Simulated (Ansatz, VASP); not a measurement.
## InSb3: VASP beside Ansatz

File INCAR:

```
PREC     = Accurate       # precision mode
ENCUT    = 500            # plane-wave cutoff, eV
EDIFF    = 1E-6           # SCF threshold, eV
ISMEAR   = 0              # smearing method
SIGMA    = 0.1            # smearing width, eV
LREAL    = F              # projectors in reciprocal space
LASPH    = T              # aspherical terms in the spheres
NELM     = 120            # most SCF steps
ALGO     = Normal         # electronic algorithm
ISIF     = 2              # what is computed and relaxed
LWAVE    = F              # write WAVECAR
LCHARG   = F              # write CHGCAR
GGA      = PE             # functional
NBANDS   = 22             # bands
GGA_COMPAT= F
```

Contents of KPOINTS:

```
Automatic mesh
0
Gamma
  2 2 2
```

File POSCAR:

```
InSb3
1.0
    4.8063670000      0.0000000000      0.0000000000
    0.0000000000      4.8063670000      0.0000000000
    0.0000000000      0.0000000000      4.8063670000
In Sb
1 3
Direct
    0.0000000000      0.0000000000      0.0000000000
    0.5000000000      0.0000000000      0.5000000000
    0.0000000000      0.5000000000      0.5000000000
    0.5000000000      0.5000000000      0.0000000000
```

Input for Ansatz:

```yaml
crystal:
  lattice:
    - [4.806367, 0.0, 0.0]
    - [0.0, 4.806367, 0.0]
    - [0.0, 0.0, 4.806367]
  atoms:
    - { symbol: In, position: [0.0, 0.0, 0.0] }
    - { symbol: Sb, position: [0.5, 0.0, 0.5] }
    - { symbol: Sb, position: [0.0, 0.5, 0.5] }
    - { symbol: Sb, position: [0.5, 0.5, 0.0] }
basis:
  ecutwfc: 640
kpoints:
  mp_grid: { grid: [2, 2, 2] }
hamiltonian:
  xc: pbe
scf:
  occupations: { method: gaussian, width: 0.1 }
  algorithm: density_mixing
  max_iter: 100
output:
  forces: true
  stress: true
  eigenvalues: true
```

Alike in both runs: task single point; functional PBE; k mesh 2 × 2 × 2; occupations gaussian, width 0.1 eV; no spin polarisation.

|  | VASP | Ansatz |
| --- | --- | --- |
| version | VASP 6.6.1 | Ansatz 0.2.0 |
| potentials or method | VASP PAW PBE potentials, release 64 (In_d, Sb), cutoff 500 eV | scalar-relativistic, plane waves, PAW |
| valence electrons in the cell | 28 | 58 |

Ansatz gave:

```
gap on the k mesh at the Fermi level (eV) : none
pressure (GPa)                            : -2.6
```

Question: What did VASP give for the same quantities?

Answer: gap on the k mesh at the Fermi level (eV): none; pressure (GPa): -2.7.

A gap of «none» marks a metal or a gap that the smearing closes. VASP's potentials hold 28 valence electrons a cell and Ansatz's 58, so a difference there can come from the potentials and not from the codes.

The k mesh is coarse, so the values compare programs but aren't converged. Neither program's run includes spin-orbit coupling.
